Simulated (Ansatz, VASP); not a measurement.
**Cu: VASP beside Ansatz**

Contents of INCAR:

```
PREC = Accurate ; ENCUT = 520
EDIFF = 1E-6 ; ISMEAR = 0
SIGMA = 0.05 ; LREAL = F
LASPH = T ; NELM = 100
ALGO = Fast ; ISIF = 2
LWAVE = F ; LCHARG = T
GGA = PE ; LELF = T
LVHAR = T ; NBANDS = 12
```

The input KPOINTS:

```
Automatic mesh
0
Gamma
  22 22 22
```

File POSCAR:

```
Cu
1.0
    0.0000000000      1.8145221757      1.8145221757
    1.8145221757      0.0000000000      1.8145221757
    1.8145221757      1.8145221757      0.0000000000
Cu
1
Direct
    0.0000000000      0.0000000000      0.0000000000
```

Input for Ansatz:

```yaml
crystal:
  lattice:
    - [0.0, 1.8145221757, 1.8145221757]
    - [1.8145221757, 0.0, 1.8145221757]
    - [1.8145221757, 1.8145221757, 0.0]
  atoms:
    - { symbol: Cu, position: [0.0, 0.0, 0.0] }
basis:
  ecutwfc: 420
  ecutrho_ratio: 4
kpoints:
  mp_grid: { grid: [22, 22, 22] }
hamiltonian:
  xc: pbe
scf:
  occupations: { method: gaussian, width: 0.05 }
output:
  forces: true
  stress: true
  eigenvalues: true
```

Alike in both runs: task single point; functional PBE; k mesh 22 × 22 × 22; occupations gaussian, width 0.05 eV; no spin polarisation.

```csv
,VASP,Ansatz
version,VASP 6.6.1,Ansatz 0.2.0
potentials or method,"VASP PAW PBE potentials, release 64 (Cu), cutoff 520 eV","scalar-relativistic, plane waves, PAW"
valence electrons in the cell,11,19
```

|  | VASP | Ansatz | Ansatz less VASP |
| --- | --- | --- | --- |
| gap on the k mesh at the Fermi level (eV) | none | none | - |
| pressure (GPa) | 0.6 | 0.1 | -0.54 |

A gap of «none» marks a metal or a gap that the smearing closes. With one functional, cell and mesh, what is left measures potentials, basis and numerics. VASP's potentials hold 11 valence electrons a cell and Ansatz's 19, so a difference there can come from the potentials and not from the codes.
